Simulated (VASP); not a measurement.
# ZnSnI6 (Fm-3m) in VASP: a series of runs

The runs below take ZnSnI6 through single point, relaxation of cell and atoms, with PBEsol.

All numbers are computed with VASP 6.6.1; they aren't measurements. Logs are shortened: lines on timing, memory, paths and dates and some standing lists are left out, and cuts for length are marked.

### 1 The cell of the first run

The structure is cubic, space group Fm-3m (No. 225). The conventional cell has a = 11.409 Å, b = 11.409 Å, c = 11.409 Å, α = 90.00°, β = 90.00°, γ = 90.00°. Within 3.7 Å of Zn (site symmetry m-3m) lie 6 I at 2.78 Å. Sn (site symmetry m-3m) has 6 I at 2.93 Å within 3.9 Å. I (site symmetry 4mm) has 1 Zn at 2.78 Å and 1 Sn at 2.93 Å within 3.7 Å.

### 2 Single point, PBEsol

File INCAR:

```
SYSTEM = ZnSnI6
  PREC = Accurate
  ENCUT = 500
  EDIFF = 1E-6
  ISMEAR = -1
  SIGMA = 0.03
  LREAL = .False.
  LASPH = .True.
  NELM = 120
  ALGO = Normal
  ISIF = 2
  LWAVE = .False.
  LCHARG = .False.
  GGA = PS
  NBANDS = 44
  GGA_COMPAT = .False.
```

File KPOINTS:

```
regular mesh
0
Gamma
  4 4 4
  0 0 0
```

File POSCAR:

```
ZnSnI6
1.0
    0.0000000000      5.7043648648      5.7043648648
    5.7043648648      0.0000000000      5.7043648648
    5.7043648648      5.7043648648      0.0000000000
Zn Sn I
1 1 6
Direct
    0.5000000000      0.5000000000      0.5000000000
    0.0000000000      0.0000000000      0.0000000000
    0.7433692581      0.2566307419      0.2566307419
    0.2566307419      0.7433692581      0.7433692581
    0.2566307419      0.7433692581      0.2566307419
    0.7433692581      0.2566307419      0.7433692581
    0.2566307419      0.2566307419      0.7433692581
    0.7433692581      0.7433692581      0.2566307419
```

Potentials or basis: VASP PAW PBE potentials, release 64 (Zn, Sn_d, I).

On the command line:

```
> cat potpaw_PBE.64/Zn/POTCAR potpaw_PBE.64/Sn_d/POTCAR potpaw_PBE.64/I/POTCAR > POTCAR
> mpirun -np 1 vasp_std > vasp.out
```

OUTCAR:

```text
SYSTEM = ZnSnI6
   PREC = Accurate
   ENCUT = 500
   EDIFF = 1E-6
   ISMEAR = -1
   LREAL = .False.
   LASPH = .True.
   NELM = 120
   ISIF = 2
   GGA = PS

 ion  position               nearest neighbor table
   1  0.500  0.500  0.500-   3 2.78   4 2.78   5 2.78   6 2.78   7 2.78   8 2.78
   2  0.000  0.000  0.000-   3 2.93   4 2.93   5 2.93   6 2.93   7 2.93   8 2.93
   3  0.743  0.257  0.257-   1 2.78   2 2.93
   4  0.257  0.743  0.743-   1 2.78   2 2.93
   5  0.257  0.743  0.257-   1 2.78   2 2.93
   6  0.743  0.257  0.743-   1 2.78   2 2.93
   7  0.257  0.257  0.743-   1 2.78   2 2.93
   8  0.743  0.743  0.257-   1 2.78   2 2.93

  LATTYP: Found a face centered cubic cell.
 ALAT       =    11.4087297296

  Lattice vectors:

 A1 = (   0.0000000000,   5.7043648648,   5.7043648648)
 A2 = (   5.7043648648,   0.0000000000,   5.7043648648)
 A3 = (   5.7043648648,   5.7043648648,   0.0000000000)

Analysis of symmetry for initial positions (statically):
=====================================================================
 Subroutine PRICEL returns:
 Original cell was already a primitive cell.

 Routine SETGRP: Setting up the symmetry group for a
 face centered cubic supercell.

 Subroutine GETGRP returns: Found 48 space group operations
 (whereof 48 operations were pure point group operations)
 out of a pool of 48 trial point group operations.

The static configuration has the point symmetry O_h .

Analysis of symmetry for dynamics (positions and initial velocities):
=====================================================================
 Subroutine PRICEL returns:
 Original cell was already a primitive cell.

 Routine SETGRP: Setting up the symmetry group for a
 face centered cubic supercell.

 Subroutine GETGRP returns: Found 48 space group operations
 (whereof 48 operations were pure point group operations)
 out of a pool of 48 trial point group operations.

The dynamic configuration has the point symmetry O_h .

 Subroutine INISYM returns: Found 48 space group operations
 (whereof 48 operations are pure point group operations),
 and found     1 'primitive' translations

----------------------------------------------------------------------------------------

                                     Primitive cell

  volume of cell :     371.2375

  direct lattice vectors                    reciprocal lattice vectors
     0.000000000  5.704364865  5.704364865    -0.087652177  0.087652177  0.087652177
     5.704364865  0.000000000  5.704364865     0.087652177 -0.087652177  0.087652177
     5.704364865  5.704364865  0.000000000     0.087652177  0.087652177 -0.087652177

  length of vectors
     8.067190157  8.067190157  8.067190157     0.151818024  0.151818024  0.151818024

  position of ions in fractional coordinates (direct lattice)
     0.500000000  0.500000000  0.500000000
     0.000000000  0.000000000  0.000000000
     0.743369258  0.256630742  0.256630742
     0.256630742  0.743369258  0.743369258
     0.256630742  0.743369258  0.256630742
     0.743369258  0.256630742  0.743369258
     0.256630742  0.256630742  0.743369258
     0.743369258  0.743369258  0.256630742

  ion indices of the primitive-cell ions
   primitive index   ion index
                 1           1
                 2           2
                 3           3
                 4           4
                 5           5
                 6           6
                 7           7
                 8           8

----------------------------------------------------------------------------------------

 KPOINTS: regular mesh

Automatic generation of k-mesh.
 Grid dimensions read from file:
 generate k-points for:    4    4    4

 Generating k-lattice:

  Cartesian coordinates                     Fractional coordinates (reciprocal lattice)
    -0.021913044  0.021913044  0.021913044     0.250000000  0.000000000  0.000000000
     0.021913044 -0.021913044  0.021913044     0.000000000  0.250000000  0.000000000
     0.021913044  0.021913044 -0.021913044     0.000000000  0.000000000  0.250000000

  Length of vectors
     0.037954506  0.037954506  0.037954506

  Shift w.r.t. Gamma in fractional coordinates (k-lattice)
     0.000000000  0.000000000  0.000000000

 Subroutine IBZKPT returns following result:
 ===========================================

 Found      8 irreducible k-points:

 Following reciprocal coordinates:
            Coordinates               Weight
  0.000000  0.000000  0.000000      1.000000
  0.250000  0.000000  0.000000      8.000000
  0.500000  0.000000  0.000000      4.000000
  0.250000  0.250000  0.000000      6.000000
  0.500000  0.250000  0.000000     24.000000
 -0.250000  0.250000  0.000000     12.000000
  0.500000  0.500000  0.000000      3.000000
 -0.250000  0.500000  0.250000      6.000000
   k-points           NKPTS =      8   k-points in BZ     NKDIM =      8   number of bands    NBANDS=     44
   number of dos      NEDOS =    301   number of ions     NIONS =      8
   total plane-waves  NPLWV = 216000
   dimension x,y,z NGX =    60 NGY =   60 NGZ =   60
   dimension x,y,z NGXF=   120 NGYF=  120 NGZF=  120
   ions per type =               1   1   6
   NGX,Y,Z   is equivalent  to a cutoff of  12.36, 12.36, 12.36 a.u.
   NGXF,Y,Z  is equivalent  to a cutoff of  24.73, 24.73, 24.73 a.u.
 SYSTEM =  ZnSnI6
   PREC   = accura    normal or accurate (medium, high low for compatibility)
   ISTART =      0    job   : 0-new  1-cont  2-samecut
   ICHARG =      2    charge: 1-file 2-atom 10-const
   ISPIN  =      1    spin polarized calculation?
   LNONCOLLINEAR =      F non collinear calculations
   LSORBIT =      F    spin-orbit coupling
   LASPH  =      T    aspherical Exc in radial PAW
   ENCUT  =  500.0 eV  36.75 Ry    6.06 a.u.  14.71 14.71 14.71*2*pi/ulx,y,z
   NELM   =    120;   NELMIN=  2; NELMDL= -5     # of ELM steps
   EDIFF  = 0.1E-05   stopping-criterion for ELM
   LREAL  =      F    real-space projection
   EDIFFG = 0.1E-04   stopping-criterion for IOM
   NSW    =      0    number of steps for IOM
   IBRION =     -1    ionic relax: 0-MD 1-quasi-New 2-CG
   NFREE  =      0    steps in history (QN), initial steepest desc. (CG)
   ISIF   =      2    stress and relaxation
   ISYM   =      2    0-nonsym 1-usesym 2-fastsym
   POTIM  = 0.5000    time-step for ionic-motion
   TEBEG  =    0.0;   TEEND  =   0.0 temperature during run
   PSTRESS=    0.0 pullay stress
   NELECT =      68.0000    total number of electrons
   NUPDOWN=      -1.0000    fix difference up-down
   EMIN   =  10.00;   EMAX   =-10.00  energy-range for DOS
   EFERMI =   0.00;   METHOD = LEGACY
   ISMEAR =    -1;   SIGMA  =   0.03  broadening in eV -4-tet -1-fermi 0-gaus
   EFERMI_NEDOS =   21; number of points for ismear=-14 and -15
   IALGO  =     38    algorithm
   IMIX   =      4    mixing-type and parameters
     AMIX     =   0.40;   BMIX     =  1.00
     AMIX_MAG =   1.60;   BMIX_MAG =  1.00
  volume/ion in A,a.u.               =      46.40       313.15
  Fermi-wavevector in a.u.,A,eV,Ry     =   0.929738  1.756950 11.761045  0.864412
  Thomas-Fermi vector in A             =   2.056052
   LORBIT       =      0    0 simple, 1 ext, 2 COOP (PROOUT), +10 PAW based schemes
   GGA     = PS    functional components
   LHFCALC =     F    Hartree Fock is set to
   AEXX    =    0.0000 exact exchange contribution
   IVDW    =     0    specifies the selected vdW correction
   LEPSILON=     F    determine dielectric tensor
   LRPA    =     F    only Hartree local field effects (RPA)
 non-spin polarized calculation
  energy-cutoff  :      500.00
  volume of cell :      371.24
 maximum number of plane-waves:      9453
 NGX is ok and might be reduce to    60
   NGX = 29   NGY = 29   NGZ = 29

 number of electron      68.0000012 magnetization

 Free energy of the ion-electron system (eV)
  ---------------------------------------------------
  ext. energy  EPLUGINS =         0.00000000
  ---------------------------------------------------
  free energy    TOTEN  =       -17.44684598 eV

  energy without entropy =      -17.41365362  energy(sigma->0) =      -17.43024980

 E-fermi :   0.8170     XC(G=0):  -7.2795

 val. band max:        0.8158252521   @ k =  -0.2500   0.2500   0.0000
 cond. band min:       0.8218405666   @ k =   0.2500   0.0000   0.0000
 fundamental gap:      0.0060153146
 Fermi energy:         0.8169677523

 k-point     1 :       0.0000    0.0000    0.0000
  band No.  band energies     occupation
      1     -20.6121      2.00000
      2     -20.6121      2.00000
      3     -20.5610      2.00000
      4     -20.5610      2.00000
      5     -20.5610      2.00000
      6     -11.7414      2.00000
[... 36 lines left out ...]
     43       6.6739      0.00000
     44       6.6739      0.00000

 k-point     2 :       0.2500    0.0000    0.0000
  band No.  band energies     occupation
      1     -20.6121      2.00000
      2     -20.6121      2.00000
      3     -20.5610      2.00000
      4     -20.5610      2.00000
      5     -20.5609      2.00000
      6     -11.6429      2.00000
[... 36 lines left out ...]
     43       7.0349      0.00000
     44       7.0349      0.00000

 k-point     3 :       0.5000    0.0000    0.0000
  band No.  band energies     occupation
      1     -20.6121      2.00000
      2     -20.6121      2.00000
      3     -20.5610      2.00000
      4     -20.5609      2.00000
      5     -20.5609      2.00000
      6     -11.4005      2.00000
[... 224 lines left out ...]
     43       7.7683      0.00000
     44       7.8673      0.00000

 k-point     8 :      -0.2500    0.5000    0.2500
  band No.  band energies     occupation
      1     -20.6121      2.00000
      2     -20.6121      2.00000
      3     -20.5609      2.00000
      4     -20.5609      2.00000
      5     -20.5609      2.00000
      6     -11.3307      2.00000
[... 36 lines left out ...]
     43       7.6548      0.00000
     44       7.6920      0.00000

------------------------ aborting loop because EDIFF is reached ----------------------------------------

  FORCE on cell =-STRESS in cart. coord.  units (eV):
  Direction    XX          YY          ZZ          XY          YZ          ZX
  --------------------------------------------------------------------------------------
  -------------------------------------------------------------------------------------
  Total       -0.0027081     -0.0027081     -0.0027081      0.0000000      0.0000000      0.0000000
  in kB       -0.0116877     -0.0116877     -0.0116877      0.0000000      0.0000000      0.0000000
  external PRESSURE =      -0.0116877 kB  Pullay stress =       0.0000000 kB

 VOLUME and BASIS-vectors are now :
 -----------------------------------------------------------------------------
  energy-cutoff  :      500.00
  volume of cell :      371.24
      direct lattice vectors                 reciprocal lattice vectors
     0.000000000  5.704364865  5.704364865    -0.087652177  0.087652177  0.087652177
     5.704364865  0.000000000  5.704364865     0.087652177 -0.087652177  0.087652177
     5.704364865  5.704364865  0.000000000     0.087652177  0.087652177 -0.087652177

 POSITION                                       TOTAL-FORCE (eV/Angst)
 -----------------------------------------------------------------------------------
      5.70436      5.70436      5.70436        -0.000000     -0.000000      0.000000
      0.00000      0.00000      0.00000        -0.000000     -0.000000      0.000000
      2.92783      5.70436      5.70436        -0.010138     -0.000000      0.000000
      8.48090      5.70436      5.70436         0.010138     -0.000000      0.000000
      5.70436      2.92783      5.70436        -0.000000     -0.010138      0.000000
      5.70436      8.48090      5.70436        -0.000000      0.010138      0.000000
      5.70436      5.70436      2.92783        -0.000000     -0.000000     -0.010138
      5.70436      5.70436      8.48090        -0.000000     -0.000000      0.010138
 -----------------------------------------------------------------------------------
    total drift:                                0.000000      0.000000      0.000000

  FREE ENERGIE OF THE ION-ELECTRON SYSTEM (eV)
  ---------------------------------------------------
  free  energy   TOTEN  =       -17.4468459765 eV

  energy  without entropy=      -17.4136536246  energy(sigma->0) =      -17.43024980
```

Wall time 6.4 min (1 thread of Intel Xeon 8259CL, shared host); peak memory 0.55 GiB.

What came out:

```yaml
Free_energy: -17.4468 eV
Pressure: 0.0 GPa
Largest_force: 0.010 eV/Å
Band_gap_on_the_k_mesh: zero (bands 34 and 35 overlap by 0.33 eV)
```

Forces on the atoms (eV/Å):
```
Zn   0.000  0.000  0.000
Sn   0.000  0.000  0.000
I   -0.010  0.000  0.000
I    0.010  0.000  0.000
I    0.000 -0.010  0.000
I    0.000  0.010  0.000
I    0.000  0.000 -0.010
I    0.000  0.000  0.010
```

Levels at points of the mesh, in eV from the Fermi level:
```csv
k point,band 31,band 32,band 33,band 34,band 35,band 36,band 37,band 38
"(0.00, 0.00, 0.00)",-0.55,-0.55,0.16,0.16,0.16,2.60,2.60,2.60
"(0.50, 0.00, 0.00)",-0.35,-0.29,-0.27,-0.27,-0.17,0.75,4.58,4.58
"(0.50, 0.50, 0.00)",-0.83,-0.63,-0.63,0.15,0.84,3.15,3.16,3.16
```

Caveat: semilocal functionals underestimate gaps, and a narrow one can read as zero; the PAW data sets were made with another functional, which shifts forces and pressure a little; spin-orbit coupling is left out, which moves the levels of the heavy elements.

### 3 Relaxation of cell and atoms, PBEsol

This run uses another cell than the first one, of 43.87 Å³/atom.

File INCAR:

```
PREC = Accurate
ENCUT = 500
EDIFF = 1E-7
ISMEAR = -1
SIGMA = 0.03
LREAL = False
LASPH = True
NELM = 120
ALGO = Normal
ISIF = 3
LWAVE = False
LCHARG = False
GGA = PS
IBRION = 2
NSW = 100
EDIFFG = -0.01
GGA_COMPAT = False
NELMIN = 4
```

File KPOINTS:

```
Automatic mesh
0
Gamma
  4 4 4
```

File POSCAR:

```
ZnSnI6
1.0
    0.0000000000      5.5983940900      5.5983940900
    5.5983940900      0.0000000000      5.5983940900
    5.5983940900      5.5983940900      0.0000000000
Zn Sn I
1 1 6
Direct
    0.5000000000      0.5000000000      0.5000000000
    0.0000000000      0.0000000000      0.0000000000
    0.7476230800      0.2523769200      0.2523769200
    0.2523769200      0.7476230800      0.7476230800
    0.2523769200      0.7476230800      0.2523769200
    0.7476230800      0.2523769200      0.7476230800
    0.2523769200      0.2523769200      0.7476230800
    0.7476230800      0.7476230800      0.2523769200
```

Potentials or basis: VASP PAW PBE potentials, release 64 (Zn, Sn_d, I).

On the command line:

```
> cat potpaw_PBE.64/Zn/POTCAR potpaw_PBE.64/Sn_d/POTCAR potpaw_PBE.64/I/POTCAR > POTCAR
> mpirun -np 1 vasp_std > vasp.out
```

Wall time 27 min (1 thread of Intel Xeon 8259CL, shared host); peak memory 0.6 GiB.

Results (log left out):

* Free energy: -17.4459 eV
* Relaxed volume: 46.43 Å³/atom
* Relaxed cell: a = 8.069 Å, b = 8.069 Å, c = 8.069 Å, α = 60.00°, β = 60.00°, γ = 60.00°
* Space group after relaxing (to 0.1 Å): Fm-3m (No. 225)
* Energy gained by relaxing: 17.9 meV/atom
* Ionic steps: 7
* Pressure after relaxing: 0.0 GPa
* Band gap on the k mesh: zero (bands 34 and 35 overlap by 0.33 eV)

The path:
```tsv
step	energy change (eV)	largest force (eV/Å)	pressure (GPa)	volume (Å³)
1	0.0000	0.4017	1.57	350.93
2	-0.1277	0.1827	-0.10	373.17
3	-0.1278	0.1775	-0.14	373.87
4	-0.1370	0.1163	-0.08	372.61
5	-0.1432	0.0002	0.06	370.32
6	-0.1432	0.0073	0.05	370.46
7	-0.1434	0.0000	-0.01	371.44
```

Final structure:
```xyz
8
Lattice="0.0000 5.7054 5.7054 5.7054 0.0000 5.7054 5.7054 5.7054 0.0000" Properties=species:S:1:pos:R:3 pbc="T T T"
Zn    5.7054    5.7054    5.7054
Sn    5.7054    5.7054    0.0000
I     2.9269    5.7054    5.7054
I     8.4839    5.7054    5.7054
I     5.7054    2.9269    5.7054
I     5.7054    8.4839    5.7054
I     5.7054    5.7054    2.9269
I     5.7054    5.7054    8.4839
```

Levels at points of the mesh, in eV from the Fermi level:
| k point | band 30 | band 31 | band 32 | band 33 | band 34 | band 35 | band 36 | band 37 | band 38 | band 39 |
| --- | --- | --- | --- | --- | --- | --- | --- | --- | --- | --- |
| (0.00, 0.00, 0.00) | -0.55 | -0.55 | -0.55 | 0.16 | 0.16 | 0.16 | 2.60 | 2.60 | 2.60 | 4.22 |
| (0.50, 0.00, 0.00) | -0.35 | -0.35 | -0.29 | -0.27 | -0.27 | -0.17 | 0.74 | 4.58 | 4.58 | 5.53 |
| (0.50, 0.50, 0.00) | -0.94 | -0.83 | -0.63 | -0.63 | 0.15 | 0.84 | 3.14 | 3.16 | 3.16 | 3.56 |

Caveat: semilocal functionals underestimate gaps, and a narrow one can read as zero; the PAW data sets were made with another functional, which shifts forces and pressure a little; spin-orbit coupling is left out, which moves the levels of the heavy elements.

The gap in the log of VASP goes by the Fermi energy; the results here count the filled bands.